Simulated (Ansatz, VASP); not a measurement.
# ZnSe: VASP beside Ansatz

```
Zn Se
1.0
     0.00000    2.81672    2.81672
     2.81672    0.00000    2.81672
     2.81672    2.81672    0.00000
Zn Se
1 1
Direct
  0.00000 0.00000 0.00000
  0.25000 0.25000 0.25000
```

Alike in both runs: task single point; functional PBEsol; k mesh 4 × 4 × 4; occupations gaussian, width 0.02 eV; no spin polarisation.

|  | VASP | Ansatz |
| --- | --- | --- |
| version | VASP 6.6.1 | Ansatz 0.2.0 |
| potentials or method | VASP PAW PBE potentials, release 64 (Zn, Se), cutoff 500 eV | scalar-relativistic, plane waves, PAW |
| valence electrons in the cell | 18 | 28 |

Ansatz gave:

- gap on the k mesh at the Fermi level (eV): 1.22
- least direct gap on the mesh (eV): 1.22
- pressure (GPa): 0.4

Question: What did VASP give for the same quantities?

Answer: gap on the k mesh at the Fermi level (eV): 1.23; least direct gap on the mesh (eV): 1.23; pressure (GPa): 0.6.

VASP's potentials were made for PBE, not for PBEsol, and Ansatz warns of the same on its side. VASP's potentials hold 18 valence electrons a cell and Ansatz's 28, so a difference there can come from the potentials and not from the codes.

The k mesh is coarse, so the values compare programs but aren't converged.
